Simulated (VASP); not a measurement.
ZnO (ref), 4 atoms in the cell. Symmetry: P6_3mc, No. 186, hexagonal system. Conventional cell: a = 3.235 Å, b = 3.235 Å, c = 5.211 Å, α = 90.00°, β = 90.00°, γ = 120.00°. Zn (site symmetry 3m) has 4 O at 1.87 to 2.45 Å within 2.5 Å. Within 2.5 Å of O (site symmetry 3m) lie 4 Zn at 1.87 to 2.45 Å. 

```yaml
Program: VASP 6.6.1
Task: single point
Functional: r2SCAN
Potentials_or_basis: VASP PAW PBE potentials, release 64 (Zn, O)
Cutoff: 520 eV
k_mesh: 12 × 12 × 8
Occupations: gaussian, width 0.01 eV
Spin: no spin polarisation
Dipole_correction: no
Further_INCAR_settings: ALGO = Normal; EDIFF = 1e-07; NBANDS = 26
```

Potentials or basis: VASP PAW PBE potentials, release 64 (Zn, O).

The run is started by

```bash
$ cat potpaw_PBE.64/Zn/POTCAR potpaw_PBE.64/O/POTCAR > POTCAR
$ cp INCAR.step1 INCAR
$ mpirun -np 1 vasp_std > vasp.out
$ cp INCAR.step2 INCAR
$ mpirun -np 1 vasp_std > vasp.out
```

Hardware: 1 thread of AMD EPYC 9R45 96-Core Processor (Zen 5), with other jobs on the host.

Question: Estimate the wall time of this run.

Answer: It took 4.3 min on 1 thread of AMD EPYC 9R45 96-Core Processor (Zen 5) (shared host), peak memory 0.2 GiB. Counts: k points 95.
